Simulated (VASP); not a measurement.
Runs of VASP 6.6.1 on Cu2O. It takes space group Pn-3m (No. 224, cubic). The conventional cell has a = 4.260 Å, b = 4.260 Å, c = 4.260 Å, α = 90.00°, β = 90.00°, γ = 90.00°. Cu (site symmetry -3m) has 2 O at 1.84 Å within 2.4 Å. Within 2.4 Å of O (site symmetry -43m) lie 4 Cu at 1.84 Å. 

| task | level | cell | cutoff (eV) | smearing | gap on the mesh (eV) | pressure (GPa) |
| --- | --- | --- | --- | --- | --- | --- |
| relaxation of the atoms | PBE | atoms relaxed | 520 | fermi-dirac 0.02 eV | 0.54 | 4.0 |
| electric field gradients | r2SCAN | as given | 580 | fermi-dirac 0.02 eV | 0.77 | -0.3 |
| single point | PBE | as given | 600 | fermi-dirac 0.02 eV | 0.54 | (a) |
| electric field gradients | PBE | as given | 520 | fermi-dirac 0.02 eV | 0.54 | 4.0 |
| electric field gradients | PBE | as given | 520 | fermi-dirac 0.01 eV | 0.54 | 4.0 |

Alike in all rows: potentials or basis VASP PAW PBE potentials, release 64 (Cu, O); no spin polarisation; k mesh 7 × 7 × 7.

Question: Estimate the missing entries.

Answer: (a) 3.9.

Caveats: the relaxation stopped at its first step, so nothing moved (some runs); the PAW data sets were made with another functional, which shifts forces and pressure a little (some runs).

A k mesh can miss the band edges.
